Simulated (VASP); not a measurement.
# Rh (Fm-3m) in VASP: single point with r2SCAN

Aim: the single point of Rh with r2SCAN.

Program: VASP 6.6.1. These are calculated values, not measurements. Logs are shortened: lines on timing, memory, paths and dates and some standing lists are left out, and cuts for length are marked.

### Step 1. The cell of the first run

It takes space group Fm-3m (No. 225, cubic). Conventional cell: a = 3.780 Å, b = 3.780 Å, c = 3.780 Å, α = 90.00°, β = 90.00°, γ = 90.00°. Within 3.5 Å of Rh (site symmetry m-3m) lie 12 Rh at 2.67 Å.

### Step 2. Single point, r2SCAN

File POSCAR:

```
Rh
1.0
    0.0000000000      1.8900916028      1.8900916028
    1.8900916028      0.0000000000      1.8900916028
    1.8900916028      1.8900916028      0.0000000000
Rh
1
Direct
    0.0000000000      0.0000000000      0.0000000000
```

File INCAR.step1:

```
SYSTEM = Rh
PREC = Accurate
ENCUT = 550
ISMEAR = 0
SIGMA = 0.1
LREAL = .False.
LASPH = .True.
NELM = 120
NBANDS = 14
GGA = PE
ALGO = Normal
EDIFF = 1E-5
LWAVE = .True.
LCHARG = .False.
GGA_COMPAT = .False.
```

File INCAR.step2:

```
SYSTEM = Rh
PREC = Accurate
ENCUT = 550
EDIFF = 1E-6
ISMEAR = 0
SIGMA = 0.1
LREAL = .False.
LASPH = .True.
NELM = 120
ALGO = Normal
ISIF = 2
LWAVE = .False.
LCHARG = .False.
METAGGA = R2SCAN
LMIXTAU = .True.
NBANDS = 14
ISTART = 1
GGA_COMPAT = .False.
```

File KPOINTS:

```
regular mesh
0
Gamma
  18 18 18
  0 0 0
```

Potentials or basis: VASP PAW PBE potentials, release 64 (Rh_pv).

Command:

```
cat potpaw_PBE.64/Rh_pv/POTCAR > POTCAR
cp INCAR.step1 INCAR
mpirun -np 1 vasp_std > vasp.out
cp INCAR.step2 INCAR
mpirun -np 1 vasp_std > vasp.out
```

OUTCAR:

```text
SYSTEM = Rh
   PREC = Accurate
   ENCUT = 550
   EDIFF = 1E-6
   ISMEAR = 0
   LREAL = .False.
   LASPH = .True.
   NELM = 120
   ISIF = 2
   METAGGA = R2SCAN
   ISTART = 1

 ion  position               nearest neighbor table
   1  0.000  0.000  0.000-

  LATTYP: Found a face centered cubic cell.
 ALAT       =     3.7801832056

  Lattice vectors:

 A1 = (   0.0000000000,   1.8900916028,   1.8900916028)
 A2 = (   1.8900916028,   0.0000000000,   1.8900916028)
 A3 = (   1.8900916028,   1.8900916028,   0.0000000000)

Analysis of symmetry for initial positions (statically):
=====================================================================
 Subroutine PRICEL returns:
 Original cell was already a primitive cell.

 Routine SETGRP: Setting up the symmetry group for a
 face centered cubic supercell.

 Subroutine GETGRP returns: Found 48 space group operations
 (whereof 48 operations were pure point group operations)
 out of a pool of 48 trial point group operations.

The static configuration has the point symmetry O_h .

Analysis of symmetry for dynamics (positions and initial velocities):
=====================================================================
 Subroutine PRICEL returns:
 Original cell was already a primitive cell.

 Routine SETGRP: Setting up the symmetry group for a
 face centered cubic supercell.

 Subroutine GETGRP returns: Found 48 space group operations
 (whereof 48 operations were pure point group operations)
 out of a pool of 48 trial point group operations.

The dynamic configuration has the point symmetry O_h .

 Subroutine INISYM returns: Found 48 space group operations
 (whereof 48 operations are pure point group operations),
 and found     1 'primitive' translations

----------------------------------------------------------------------------------------

                                     Primitive cell

  volume of cell :      13.5045

  direct lattice vectors                    reciprocal lattice vectors
     0.000000000  1.890091603  1.890091603    -0.264537443  0.264537443  0.264537443
     1.890091603  0.000000000  1.890091603     0.264537443 -0.264537443  0.264537443
     1.890091603  1.890091603  0.000000000     0.264537443  0.264537443 -0.264537443

  length of vectors
     2.672993179  2.672993179  2.672993179     0.458192292  0.458192292  0.458192292

  position of ions in fractional coordinates (direct lattice)
     0.000000000  0.000000000  0.000000000

  ion indices of the primitive-cell ions
   primitive index   ion index
                 1           1

[... 83 lines left out ...]
   NUPDOWN=      -1.0000    fix difference up-down
   EMIN   =  10.00;   EMAX   =-10.00  energy-range for DOS
   EFERMI =   0.00;   METHOD = LEGACY
   ISMEAR =     0;   SIGMA  =   0.10  broadening in eV -4-tet -1-fermi 0-gaus
   EFERMI_NEDOS =   21; number of points for ismear=-14 and -15
   IALGO  =     38    algorithm
   IMIX   =      4    mixing-type and parameters
     AMIX     =   0.40;   BMIX     =  1.00
     AMIX_MAG =   1.60;   BMIX_MAG =  1.00
  volume/ion in A,a.u.               =      13.50        91.13
  Fermi-wavevector in a.u.,A,eV,Ry     =   1.695427  3.203892 39.109570  2.874472
  Thomas-Fermi vector in A             =   2.776473
   LORBIT       =      0    0 simple, 1 ext, 2 COOP (PROOUT), +10 PAW based schemes
   METAGGA = R2SCAN    functional components
   LHFCALC =     F    Hartree Fock is set to
   AEXX    =    0.0000 exact exchange contribution
   IVDW    =     0    specifies the selected vdW correction
   LEPSILON=     F    determine dielectric tensor
   LRPA    =     F    only Hartree local field effects (RPA)
 non-spin polarized calculation
 Gauss-broadening in eV      SIGMA  =   0.10
  energy-cutoff  :      550.00
  volume of cell :       13.50
 maximum number of plane-waves:       411
   NGX = 11   NGY = 11   NGZ = 11

 number of electron      15.0000006 magnetization

 Free energy of the ion-electron system (eV)
  ---------------------------------------------------
  ext. energy  EPLUGINS =         0.00000000
  ---------------------------------------------------
  free energy    TOTEN  =       -24.13475693 eV

  energy without entropy =      -24.12816996  energy(sigma->0) =      -24.13146345

 E-fermi :  12.0717     XC(G=0): -15.3421

 val. band max:       12.0701968849   @ k =   0.5000   0.2222   0.1111
 cond. band min:      12.0867642419   @ k =   0.5000   0.3889   0.0000
 fundamental gap:      0.0165673570
 Fermi energy:        12.0716729672

 k-point     1 :       0.0000    0.0000    0.0000
  band No.  band energies     occupation
      1     -35.7595      2.00000
      2     -35.7595      2.00000
      3     -35.7595      2.00000
      4       3.7475      2.00000
      5       8.8005      2.00000
      6       8.8005      2.00000
      7       8.8005      2.00000
      8      10.9629      2.00000
      9      10.9629      2.00000
     10      28.7669      0.00000
     11      29.4171      0.00000
     12      34.6252      0.00000
     13      34.6252      0.00000
     14      34.6252      0.00000
[... 377 lines left out ...]
      1     -36.1642      2.00000
      2     -35.8416      2.00000
      3     -35.8052      2.00000
      4       5.6552      2.00000
      5       8.4606      2.00000
      6       9.2034      2.00000
      7       9.2566      2.00000
      8      10.7774      2.00000
      9      11.5096      2.00000
     10      28.4314      0.00000
     11      29.4185      0.00000
     12      30.6239      0.00000
     13      36.2378      0.00000
     14      38.1755      0.00000

 [... further k-points ...]

------------------------ aborting loop because EDIFF is reached ----------------------------------------

  FORCE on cell =-STRESS in cart. coord.  units (eV):
  Direction    XX          YY          ZZ          XY          YZ          ZX
  --------------------------------------------------------------------------------------
  -------------------------------------------------------------------------------------
  Total        0.4908145      0.4908145      0.4908145      0.0000000      0.0000000      0.0000000
  in kB       58.2303487     58.2303487     58.2303487      0.0000000      0.0000000      0.0000000
  external PRESSURE =      58.2303487 kB  Pullay stress =       0.0000000 kB

 VOLUME and BASIS-vectors are now :
 -----------------------------------------------------------------------------
  energy-cutoff  :      550.00
  volume of cell :       13.50
      direct lattice vectors                 reciprocal lattice vectors
     0.000000000  1.890091603  1.890091603    -0.264537443  0.264537443  0.264537443
     1.890091603  0.000000000  1.890091603     0.264537443 -0.264537443  0.264537443
     1.890091603  1.890091603  0.000000000     0.264537443  0.264537443 -0.264537443

 POSITION                                       TOTAL-FORCE (eV/Angst)
 -----------------------------------------------------------------------------------
      0.00000      0.00000      0.00000        -0.000000      0.000000      0.000000
 -----------------------------------------------------------------------------------
    total drift:                               -0.000000     -0.000000     -0.000000

  FREE ENERGIE OF THE ION-ELECTRON SYSTEM (eV)
  ---------------------------------------------------
  free  energy   TOTEN  =       -24.1347569316 eV

  energy  without entropy=      -24.1281699643  energy(sigma->0) =      -24.13146345
```

OUTCAR.step1:

```text
SYSTEM = Rh
   PREC = Accurate
   ENCUT = 550
   ISMEAR = 0
   LREAL = .False.
   LASPH = .True.
   NELM = 120
[... 624 lines left out ...]
 -----------------------------------------------------------------------------------
      0.00000      0.00000      0.00000         0.000000      0.000000     -0.000000
 -----------------------------------------------------------------------------------
    total drift:                               -0.000000     -0.000000     -0.000000

  FREE ENERGIE OF THE ION-ELECTRON SYSTEM (eV)
  ---------------------------------------------------
  free  energy   TOTEN  =        -7.2429726741 eV

  energy  without entropy=       -7.2362926461  energy(sigma->0) =       -7.23963266
```

OSZICAR.step1:

```text
N       E                     dE             d eps       ncg     rms          rms(c)
DAV:   1     0.123597583161E+03    0.12360E+03   -0.91430E+03  5466   0.120E+03
DAV:   2    -0.612490795981E+01   -0.12972E+03   -0.12411E+03  6102   0.349E+02
DAV:   3    -0.773478615019E+01   -0.16099E+01   -0.16072E+01  6468   0.425E+01
DAV:   4    -0.774063413998E+01   -0.58480E-02   -0.58478E-02  6258   0.263E+00
DAV:   5    -0.774068521147E+01   -0.51071E-04   -0.51068E-04  6354   0.217E-01    0.106E+01
DAV:   6    -0.726507703560E+01    0.47561E+00   -0.76823E-01  5730   0.123E+01    0.379E+00
DAV:   7    -0.724664288216E+01    0.18434E-01   -0.18974E-02  6336   0.175E+00    0.173E+00
DAV:   8    -0.724313660652E+01    0.35063E-02   -0.36096E-03  5742   0.813E-01    0.232E-01
DAV:   9    -0.724297135237E+01    0.16525E-03   -0.10676E-04  5838   0.143E-01    0.109E-02
DAV:  10    -0.724297267407E+01   -0.13217E-05   -0.27792E-06  3288   0.219E-02
   1 F= -.72429727E+01 E0= -.72396327E+01  d E =-.668003E-02
```

It took 53 s on 1 thread of AMD EPYC 9R45 (Zen 5), shared host; peak memory 0.12 GiB.

What came out:

```
Free energy            : -24.1348 eV
Pressure               : 5.8 GPa
Band gap on the k mesh : zero (an odd number of electrons rules out a gap without spin polarisation)
```

Caveat: the cell stands under pressure; an empty level that is flat over the whole mesh can mark a ghost state of the potentials, or a narrow d or f band; the PAW data sets were made with another functional, which shifts forces and pressure a little.
